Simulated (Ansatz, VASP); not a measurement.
Sb: VASP beside Ansatz

```
CELL_PARAMETERS angstrom
-0.00353 4.36549 0.00120
-0.00036 0.00155 4.58336
12.94744 -0.00885 -0.00411
ATOMIC_POSITIONS crystal
Sb 0.25051 0.33201 0.11387
Sb 0.75153 0.73977 0.36141
Sb 0.24827 0.16837 0.61392
Sb 0.75053 0.75993 0.86138
Sb 0.74971 0.76342 0.13836
Sb 0.25025 0.17039 0.38636
Sb 0.74825 0.73687 0.63839
Sb 0.25095 0.32924 0.88631
```

Change from the starting cell: cell x1, atoms moved at random (sigma 0.15 Å) and cell strained at random (1.5 %), then relaxed without symmetry.

Alike in both runs: functional PBE; k mesh 6 × 6 × 2; occupations gaussian, width 0.2 eV; no spin polarisation.

Ansatz relaxed the structure, and its values are those at the end. VASP's run is a single point on that final structure, the one shown.

|  | VASP | Ansatz |
| --- | --- | --- |
| version | VASP 6.6.1 | Ansatz 0.2.0 |
| potentials or method | VASP PAW PBE potentials, release 64 (Sb), cutoff 520 eV | scalar-relativistic, plane waves, PAW |
| valence electrons in the cell | 40 | 120 |

|  | VASP | Ansatz | Ansatz less VASP |
| --- | --- | --- | --- |
| gap on the k mesh at the Fermi level (eV) | none | none | - |
| pressure (GPa) | 0.1 | 0.0 | -0.04 |
| rms of the force components (eV/Å) | 0.024 | 0.003 | -0.0213 |

A gap of «none» marks a metal or a gap that the smearing closes. VASP's potentials hold 40 valence electrons a cell and Ansatz's 120, so a difference there can come from the potentials and not from the codes.

Neither program's run includes spin-orbit coupling.
